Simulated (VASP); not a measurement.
# Al5N (F-43m) in VASP: notebook, part 2 of 2

VASP 6.6.1. The steps go on from the part before.

## 3. Relaxation of cell and atoms, PBE

This run uses another cell than the first one, of 16.18 Å³/atom.

File INCAR:

```
SYSTEM = Al5N
ALGO = Normal ; EDIFF = 1E-7
EDIFFG = -0.01 ; ENCUT = 600
GGA = PE ; IBRION = 2
ISIF = 3 ; ISMEAR = 0
LASPH = .TRUE. ; LCHARG = .FALSE.
LREAL = .FALSE. ; LWAVE = .FALSE.
NELM = 60 ; NSW = 100
PREC = Accurate ; SIGMA = 0.1
```

File KPOINTS:

```
k-points
0
G
  10 10 10
  0 0 0
```

File POSCAR:

```
Al5N
1.0
    0.0000000000      3.6475967566      3.6475967566
    3.6475967566      0.0000000000      3.6475967566
    3.6475967566      3.6475967566      0.0000000000
Al N
5 1
Direct
    0.1245697472      0.1245697472      0.6262907585
    0.1245697472      0.6262907585      0.1245697472
    0.7500000000      0.7500000000      0.7500000000
    0.1245697472      0.1245697472      0.1245697472
    0.6262907585      0.1245697472      0.1245697472
    0.5000000000      0.5000000000      0.5000000000
```

Potentials or basis: VASP PAW PBE potentials, release 64 (Al, N).

Launch:

```console
$ cat potpaw_PBE.64/Al/POTCAR potpaw_PBE.64/N/POTCAR > POTCAR
$ mpirun -np 1 vasp_std > vasp.out
```

OUTCAR:

```text
SYSTEM = Al5N
   EDIFF = 1E-7
   EDIFFG = -0.01
   ENCUT = 600
   GGA = PE
   IBRION = 2
   ISIF = 3
   ISMEAR = 0
   LASPH = .TRUE.
   LREAL = .FALSE.
   NELM = 60
   NSW = 100
   PREC = Accurate

 ion  position               nearest neighbor table
   1  0.125  0.125  0.626-   2 2.57   4 2.57   5 2.57   2 2.59   5 2.59   4 2.59   3 3.02   3 3.02
                             3 3.02
   2  0.125  0.626  0.125-   1 2.57   4 2.57   5 2.57   5 2.59   1 2.59   4 2.59   3 3.02   3 3.02
                             3 3.02
   3  0.750  0.750  0.750-   2 3.02   5 3.02   1 3.02   5 3.02   1 3.02   2 3.02   4 3.02   4 3.02
                             4 3.02   5 3.02   2 3.02   1 3.02
   4  0.125  0.125  0.125-   1 2.57   2 2.57   5 2.57   5 2.59   2 2.59   1 2.59   3 3.02   3 3.02
                             3 3.02
   5  0.626  0.125  0.125-   1 2.57   2 2.57   4 2.57   2 2.59   1 2.59   4 2.59   3 3.02   3 3.02
                             3 3.02
   6  0.500  0.500  0.500-

  LATTYP: Found a face centered cubic cell.
 ALAT       =     7.2951935132

  Lattice vectors:

 A1 = (   0.0000000000,   3.6475967566,   3.6475967566)
 A2 = (   3.6475967566,   0.0000000000,   3.6475967566)
 A3 = (   3.6475967566,   3.6475967566,   0.0000000000)

Analysis of symmetry for initial positions (statically):
=====================================================================
 Subroutine PRICEL returns:
 Original cell was already a primitive cell.

 Routine SETGRP: Setting up the symmetry group for a
 face centered cubic supercell.

 Subroutine GETGRP returns: Found 24 space group operations
[... 173 lines left out ...]
  free energy    TOTEN  =       -21.71968028 eV

  energy without entropy =      -21.70464053  energy(sigma->0) =      -21.71216041

 E-fermi :   6.6602     XC(G=0): -10.0306

 val. band max:        6.6322768692   @ k =   0.2000   0.2000   0.0000
 cond. band min:       6.6629489895   @ k =  -0.4000   0.1000   0.0000
 fundamental gap:      0.0306721204
 Fermi energy:         6.6601783443

 k-point     1 :       0.0000    0.0000    0.0000
  band No.  band energies     occupation
      1      -6.2454      2.00000
      2      -2.7603      2.00000
      3       2.1189      2.00000
      4       3.5665      2.00000
      5       3.5665      2.00000
      6       3.5665      2.00000
      7       4.4577      2.00000
      8       4.4577      2.00000
      9       4.4577      2.00000
     10       4.7419      2.00000
     11       5.8277      2.00000
     12       5.8277      2.00000
     13       5.8277      2.00000
     14       7.0182      0.00000
[... 510 lines left out ...]
--------------------------------------- Ionic step        4  -------------------------------------------

 number of electron      20.0000001 magnetization

 Free energy of the ion-electron system (eV)
  ---------------------------------------------------
  ext. energy  EPLUGINS =         0.00000000
  ---------------------------------------------------
  free energy    TOTEN  =       -21.72246842 eV

  energy without entropy =      -21.70761971  energy(sigma->0) =      -21.71504407

 E-fermi :   6.5535     XC(G=0):  -9.9922

 val. band max:        6.5471829037   @ k =  -0.4000   0.1000   0.0000
 cond. band min:       6.5794112161   @ k =  -0.4000   0.1000   0.0000
 fundamental gap:      0.0322283124
 Fermi energy:         6.5535451250

 k-point     1 :       0.0000    0.0000    0.0000
  band No.  band energies     occupation
      1      -6.3018      2.00000
      2      -2.8292      2.00000
      3       2.0329      2.00000
      4       3.5018      2.00000
      5       3.5018      2.00000
      6       3.5018      2.00000
      7       4.3649      2.00000
      8       4.3649      2.00000
      9       4.3649      2.00000
     10       4.6383      2.00000
     11       5.7316      2.00000
     12       5.7316      2.00000
     13       5.7316      2.00000
     14       6.9218      0.00000
[... 424 lines left out ...]
  FREE ENERGIE OF THE ION-ELECTRON SYSTEM (eV)
  ---------------------------------------------------
  free  energy   TOTEN  =       -21.7224684242 eV

  energy  without entropy=      -21.7076197086  energy(sigma->0) =      -21.71504407

 reached required accuracy - stopping structural energy minimisation
```

OSZICAR:

```text
N       E                     dE             d eps       ncg     rms          rms(c)
DAV:   1     0.435872615682E+02    0.43587E+02   -0.83830E+03  1316   0.131E+03
DAV:   2    -0.168524720969E+02   -0.60440E+02   -0.58357E+02  1708   0.163E+02
DAV:   3    -0.226385284406E+02   -0.57861E+01   -0.56052E+01  1876   0.481E+01
DAV:   4    -0.227814812881E+02   -0.14295E+00   -0.14216E+00  1482   0.852E+00
[... 34 lines left out ...]
DAV:   3    -0.217224666269E+02    0.44110E-03   -0.21883E-03  1990   0.201E-01    0.103E-02
DAV:   4    -0.217224697808E+02   -0.31539E-05   -0.80342E-05  1346   0.624E-02    0.746E-03
DAV:   5    -0.217224689544E+02    0.82639E-06   -0.26822E-06  1772   0.129E-02    0.335E-03
DAV:   6    -0.217224684667E+02    0.48778E-06   -0.10689E-06  1532   0.660E-03    0.126E-03
DAV:   7    -0.217224684242E+02    0.42444E-07   -0.52950E-08   712   0.156E-03
   4 F= -.21722468E+02 E0= -.21715044E+02  d E =-.600503E-04
```

CONTCAR:

```text
Al5N
   1.00000000000000
    -0.0000000000000000    3.6601686554509887    3.6601686554509887
     3.6601686554509887   -0.0000000000000000    3.6601686554509887
     3.6601686554509887    3.6601686554509887    0.0000000000000000
  Al              N
     5     1
Direct
     0.1248032731651849    0.1248032731651849    0.6255901806044402
     0.1248032731651849    0.6255901806044402    0.1248032731651849
     0.7500000000000000    0.7500000000000000    0.7500000000000000
     0.1248032731651849    0.1248032731651849    0.1248032731651849
     0.6255901806044402    0.1248032731651849    0.1248032731651849
     0.5000000000000000    0.5000000000000000    0.5000000000000000

  0.00000000E+00  0.00000000E+00  0.00000000E+00
  0.00000000E+00  0.00000000E+00  0.00000000E+00
  0.00000000E+00  0.00000000E+00  0.00000000E+00
  0.00000000E+00  0.00000000E+00  0.00000000E+00
  0.00000000E+00  0.00000000E+00  0.00000000E+00
  0.00000000E+00  0.00000000E+00  0.00000000E+00
```

It took 3.3 min on 1 thread of Intel Xeon Platinum 8259CL at 2.50GHz (Skylake/Cascade Lake), shared host; peak memory 0.3 GiB.

What came out:

* Free energy: -21.7225 eV
* Relaxed volume: 16.34 Å³/atom
* Relaxed cell: a = 5.176 Å, b = 5.176 Å, c = 5.176 Å, α = 60.00°, β = 60.00°, γ = 60.00°
* Space group after relaxing (to 0.1 Å): F-43m (No. 216)
* Energy gained by relaxing: 0.5 meV/atom
* Ionic steps: 4
* Pressure after relaxing: 0.0 GPa
* Largest force after relaxing: 0.007 eV/Å
* Band gap on the k mesh: zero (bands 10 and 11 overlap by 1.92 eV)

Forces in eV/Å, atoms in the order of the input:
```
Al  -0.004 -0.004  0.004
Al  -0.004  0.004 -0.004
Al   0.000  0.000  0.000
Al   0.004  0.004  0.004
Al   0.004 -0.004 -0.004
N    0.000  0.000  0.000
```

The path:
```tsv
step	energy change (eV)	largest force (eV/Å)	pressure (GPa)	volume (Å³)
1	0.0000	0.0974	0.72	97.06
2	-0.0026	0.0457	-0.03	98.09
3	-0.0027	0.0254	0.07	97.94
4	-0.0028	0.0069	-0.02	98.07
```

Final structure:
```
Al N
1.0
     0.00000    3.66017    3.66017
     3.66017    0.00000    3.66017
     3.66017    3.66017    0.00000
Al N
5 1
Direct
  0.12480 0.12480 0.62559
  0.12480 0.62559 0.12480
  0.75000 0.75000 0.75000
  0.12480 0.12480 0.12480
  0.62559 0.12480 0.12480
  0.50000 0.50000 0.50000
```

The gap in the log of VASP goes by the Fermi energy; the results here count the filled bands.